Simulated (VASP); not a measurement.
# W (I4/mmm) in VASP: single point with PBEsol

Aim: the single point of W with PBEsol.

Everything below comes from runs of VASP 6.6.1. Logs are shortened: lines on timing, memory, paths and dates and some standing lists are left out, and cuts for length are marked.

## 1. The cell of the first run

Symmetry: I4/mmm, No. 139, tetragonal system. Conventional cell: a = 2.871 Å, b = 2.871 Å, c = 3.979 Å, α = 90.00°, β = 90.00°, γ = 90.00°. Within 3.7 Å of W (site symmetry 4/mmm) lie 12 W at 2.84 to 2.87 Å.

## 2. Single point, PBEsol (zz strain of -2 %)

Input file INCAR:

```
SYSTEM = W
PREC = Accurate ; ENCUT = 520
EDIFF = 1E-6 ; ISMEAR = -1
SIGMA = 0.05 ; LREAL = .False.
LASPH = .True. ; NELM = 100
ALGO = Normal ; ISIF = 2
LWAVE = .False. ; LCHARG = .False.
GGA = PS ; NBANDS = 13
```

Input file KPOINTS:

```
regular mesh
0
Gamma
  14 14 14
  0 0 0
```

Input file POSCAR:

```
W
1.0
    0.0000000000      2.0300000000      1.9894000000
    2.0300000000      0.0000000000      1.9894000000
    2.0300000000      2.0300000000      0.0000000000
W
1
Direct
    0.0000000000      0.0000000000      0.0000000000
```

Potentials or basis: VASP PAW PBE potentials, release 64 (W_sv).

The run is started by

```
$ cat potpaw_PBE.64/W_sv/POTCAR > POTCAR
$ mpirun -np 1 vasp_std > vasp.out
```

OUTCAR:

```text
SYSTEM = W
   PREC = Accurate
   ENCUT = 520
   EDIFF = 1E-6
   ISMEAR = -1
   LREAL = .False.
   LASPH = .True.
   NELM = 100
   ISIF = 2
   GGA = PS

 ion  position               nearest neighbor table
   1  0.000  0.000  0.000-

  LATTYP: Found a body centered tetragonal cell.
 ALAT       =     2.8708535316
 C/A-ratio  =     1.3859292911

  Lattice vectors:

 A1 = (   0.0000000000,  -2.0300000000,  -1.9894000000)
 A2 = (   0.0000000000,   2.0300000000,  -1.9894000000)
 A3 = (   2.0300000000,   0.0000000000,   1.9894000000)

Analysis of symmetry for initial positions (statically):
=====================================================================
 Subroutine PRICEL returns:
 Original cell was already a primitive cell.

 Routine SETGRP: Setting up the symmetry group for a
 body centered tetragonal supercell.

 Subroutine GETGRP returns: Found 16 space group operations
 (whereof 16 operations were pure point group operations)
 out of a pool of 16 trial point group operations.

The static configuration has the point symmetry D_4h.

Analysis of symmetry for dynamics (positions and initial velocities):
=====================================================================
 Subroutine PRICEL returns:
 Original cell was already a primitive cell.

 Routine SETGRP: Setting up the symmetry group for a
 body centered tetragonal supercell.

 Subroutine GETGRP returns: Found 16 space group operations
 (whereof 16 operations were pure point group operations)
 out of a pool of 16 trial point group operations.

The dynamic configuration has the point symmetry D_4h.

 Subroutine INISYM returns: Found 16 space group operations
 (whereof 16 operations are pure point group operations),
 and found     1 'primitive' translations

----------------------------------------------------------------------------------------

                                     Primitive cell

  volume of cell :      16.3962

  direct lattice vectors                    reciprocal lattice vectors
     0.000000000  2.030000000  1.989400000    -0.246305419  0.246305419  0.251332060
     2.030000000  0.000000000  1.989400000     0.246305419 -0.246305419  0.251332060
     2.030000000  2.030000000  0.000000000     0.246305419  0.246305419 -0.251332060

  length of vectors
     2.842289985  2.842289985  2.870853532     0.429535241  0.429535241  0.429535241

  position of ions in fractional coordinates (direct lattice)
     0.000000000  0.000000000  0.000000000

  ion indices of the primitive-cell ions
   primitive index   ion index
                 1           1

----------------------------------------------------------------------------------------

 KPOINTS: regular mesh

Automatic generation of k-mesh.
 Grid dimensions read from file:
 generate k-points for:   14   14   14

 Generating k-lattice:

  Cartesian coordinates                     Fractional coordinates (reciprocal lattice)
    -0.017593244  0.017593244  0.017952290     0.071428571  0.000000000  0.000000000
     0.017593244 -0.017593244  0.017952290     0.000000000  0.071428571  0.000000000
     0.017593244  0.017593244 -0.017952290     0.000000000  0.000000000  0.071428571

  Length of vectors
     0.030681089  0.030681089  0.030681089

  Shift w.r.t. Gamma in fractional coordinates (k-lattice)
     0.000000000  0.000000000  0.000000000

 Subroutine IBZKPT returns following result:
 ===========================================

 Found    244 irreducible k-points:

 Following reciprocal coordinates:
            Coordinates               Weight
  0.000000  0.000000  0.000000      1.000000
  0.071429  0.000000  0.000000      8.000000
  0.142857  0.000000  0.000000      8.000000
  0.214286  0.000000  0.000000      8.000000
  0.285714  0.000000  0.000000      8.000000
  0.357143  0.000000  0.000000      8.000000
[... 16 lines left out ...]
  0.214286  0.142857  0.000000      8.000000
  0.285714  0.142857  0.000000      8.000000
 [... further k-points ...]
   k-points           NKPTS =    244   k-points in BZ     NKDIM =    244   number of bands    NBANDS=     13
   number of dos      NEDOS =    301   number of ions     NIONS =      1
   total plane-waves  NPLWV =  13824
   dimension x,y,z NGX =    24 NGY =   24 NGZ =   24
   dimension x,y,z NGXF=    48 NGYF=   48 NGZF=   48
   ions per type =               1
   NGX,Y,Z   is equivalent  to a cutoff of  14.04, 14.04, 13.90 a.u.
   NGXF,Y,Z  is equivalent  to a cutoff of  28.08, 28.08, 27.80 a.u.
 SYSTEM =  W
   PREC   = accura    normal or accurate (medium, high low for compatibility)
   ISTART =      0    job   : 0-new  1-cont  2-samecut
   ICHARG =      2    charge: 1-file 2-atom 10-const
   ISPIN  =      1    spin polarized calculation?
   LNONCOLLINEAR =      F non collinear calculations
   LSORBIT =      F    spin-orbit coupling
   LASPH  =      T    aspherical Exc in radial PAW
   ENCUT  =  520.0 eV  38.22 Ry    6.18 a.u.   5.28  5.28  5.34*2*pi/ulx,y,z
   NELM   =    100;   NELMIN=  2; NELMDL= -5     # of ELM steps
   EDIFF  = 0.1E-05   stopping-criterion for ELM
   LREAL  =      F    real-space projection
   EDIFFG = 0.1E-04   stopping-criterion for IOM
   NSW    =      0    number of steps for IOM
   IBRION =     -1    ionic relax: 0-MD 1-quasi-New 2-CG
   NFREE  =      0    steps in history (QN), initial steepest desc. (CG)
   ISIF   =      2    stress and relaxation
   ISYM   =      2    0-nonsym 1-usesym 2-fastsym
   POTIM  = 0.5000    time-step for ionic-motion
   TEBEG  =    0.0;   TEEND  =   0.0 temperature during run
   PSTRESS=    0.0 pullay stress
   NELECT =      14.0000    total number of electrons
   NUPDOWN=      -1.0000    fix difference up-down
   EMIN   =  10.00;   EMAX   =-10.00  energy-range for DOS
   EFERMI =   0.00;   METHOD = LEGACY
   ISMEAR =    -1;   SIGMA  =   0.05  broadening in eV -4-tet -1-fermi 0-gaus
   EFERMI_NEDOS =   21; number of points for ismear=-14 and -15
   IALGO  =     38    algorithm
   IMIX   =      4    mixing-type and parameters
     AMIX     =   0.40;   BMIX     =  1.00
     AMIX_MAG =   1.60;   BMIX_MAG =  1.00
  volume/ion in A,a.u.               =      16.40       110.65
  Fermi-wavevector in a.u.,A,eV,Ry     =   1.553112  2.934956 32.819388  2.412157
  Thomas-Fermi vector in A             =   2.657390
   LORBIT       =      0    0 simple, 1 ext, 2 COOP (PROOUT), +10 PAW based schemes
   GGA     = PS    functional components
   LHFCALC =     F    Hartree Fock is set to
   AEXX    =    0.0000 exact exchange contribution
   IVDW    =     0    specifies the selected vdW correction
   LEPSILON=     F    determine dielectric tensor
   LRPA    =     F    only Hartree local field effects (RPA)
 non-spin polarized calculation
  energy-cutoff  :      520.00
  volume of cell :       16.40
 maximum number of plane-waves:       455
 NGX is ok and might be reduce to    24
   NGX = 11   NGY = 11   NGZ = 11

 number of electron      14.0000001 magnetization

 Free energy of the ion-electron system (eV)
  ---------------------------------------------------
  ext. energy  EPLUGINS =         0.00000000
  ---------------------------------------------------
  free energy    TOTEN  =       -13.31204709 eV

  energy without entropy =      -13.30189439  energy(sigma->0) =      -13.30697074

 E-fermi :  10.3239     XC(G=0): -13.5616

 val. band max:       10.3206715971   @ k =   0.1429  -0.0000   0.0714
 cond. band min:      10.3318287227   @ k =  -0.3571   0.0000   0.1429
 fundamental gap:      0.0111571255
 Fermi energy:        10.3239493258

 k-point     1 :       0.0000    0.0000    0.0000
  band No.  band energies     occupation
      1     -63.3012      2.00000
      2     -26.9322      2.00000
      3     -26.9322      2.00000
      4     -26.9125      2.00000
      5       1.3203      2.00000
      6       9.6846      1.99999
      7       9.6846      1.99999
      8       9.9424      1.99903
      9      12.6880      0.00000
     10      13.0774      0.00000
     11      23.1669      0.00000
     12      28.1227      0.00000
     13      28.1227      0.00000

 k-point     2 :       0.0714    0.0000    0.0000
  band No.  band energies     occupation
      1     -63.2959      2.00000
      2     -26.9879      2.00000
      3     -26.9408      2.00000
      4     -26.9250      2.00000
      5       1.5447      2.00000
      6       9.5677      2.00000
      7       9.7877      1.99996
      8       9.9922      1.99738
      9      12.6034      0.00000
     10      12.9734      0.00000
     11      23.6151      0.00000
     12      27.3862      0.00000
     13      28.5385      0.00000

 k-point     3 :       0.1429    0.0000    0.0000
  band No.  band energies     occupation
      1     -63.2811      2.00000
      2     -27.1560      2.00000
      3     -26.9650      2.00000
      4     -26.9455      2.00000
      5       2.1766      2.00000
      6       9.1914      2.00000
      7      10.0170      1.99570
      8      10.2144      1.79887
      9      12.4753      0.00000
     10      12.7792      0.00000
     11      24.6375      0.00000
     12      26.0323      0.00000
     13      29.7211      0.00000
[... 305 lines left out ...]
 k-point    23 :       0.2143    0.1429    0.0000
  band No.  band energies     occupation
      1     -63.2569      2.00000
      2     -27.3007      2.00000
      3     -27.0601      2.00000
      4     -27.0425      2.00000
      5       3.2009      2.00000
      6       8.3831      2.00000
      7      10.5743      0.01329
      8      10.7163      0.00078
      9      11.5477      0.00000
     10      13.3526      0.00000
     11      26.1706      0.00000
     12      26.8788      0.00000
     13      29.4725      0.00000

 k-point    24 :       0.2857    0.1429    0.0000
  band No.  band energies     occupation
      1     -63.2358      2.00000
      2     -27.5179      2.00000
      3     -27.1025      2.00000
      4     -27.0710      2.00000
      5       4.0976      2.00000
      6       8.0609      2.00000
      7      10.0929      1.98050
      8      10.8024      0.00014
      9      12.3001      0.00000
     10      13.8773      0.00000
     11      24.8898      0.00000
     12      28.0417      0.00000
     13      30.1076      0.00000

 [... further k-points ...]

------------------------ aborting loop because EDIFF is reached ----------------------------------------

  FORCE on cell =-STRESS in cart. coord.  units (eV):
  Direction    XX          YY          ZZ          XY          YZ          ZX
  --------------------------------------------------------------------------------------
  -------------------------------------------------------------------------------------
  Total       -0.4711404     -0.4711404     -1.1636371      0.0000000      0.0000000     -0.0000000
  in kB      -46.0380307    -46.0380307   -113.7061502      0.0000000      0.0000000     -0.0000000
  external PRESSURE =     -68.5940705 kB  Pullay stress =       0.0000000 kB

 VOLUME and BASIS-vectors are now :
 -----------------------------------------------------------------------------
  energy-cutoff  :      520.00
  volume of cell :       16.40
      direct lattice vectors                 reciprocal lattice vectors
     0.000000000  2.030000000  1.989400000    -0.246305419  0.246305419  0.251332060
     2.030000000  0.000000000  1.989400000     0.246305419 -0.246305419  0.251332060
     2.030000000  2.030000000  0.000000000     0.246305419  0.246305419 -0.251332060

 POSITION                                       TOTAL-FORCE (eV/Angst)
 -----------------------------------------------------------------------------------
      0.00000      0.00000      0.00000         0.000000      0.000000      0.000000
 -----------------------------------------------------------------------------------
    total drift:                                0.000000     -0.000000     -0.000000

  FREE ENERGIE OF THE ION-ELECTRON SYSTEM (eV)
  ---------------------------------------------------
  free  energy   TOTEN  =       -13.3120470911 eV

  energy  without entropy=      -13.3018943884  energy(sigma->0) =      -13.30697074
```

Wall time 52 s (1 thread of Intel Xeon 8259CL, shared host); peak memory 0.18 GiB.

What came out:

```
Free energy            : -13.3120 eV
Pressure               : -6.9 GPa
Band gap on the k mesh : zero (bands 7 and 8 overlap by 3.86 eV)
```

Caveat: the cell differs from its parent crystal (zz strain of -2 %); the cell stands under tension; the PAW data sets were made with another functional, which shifts forces and pressure a little; spin-orbit coupling is left out, which moves the levels of the heavy elements.
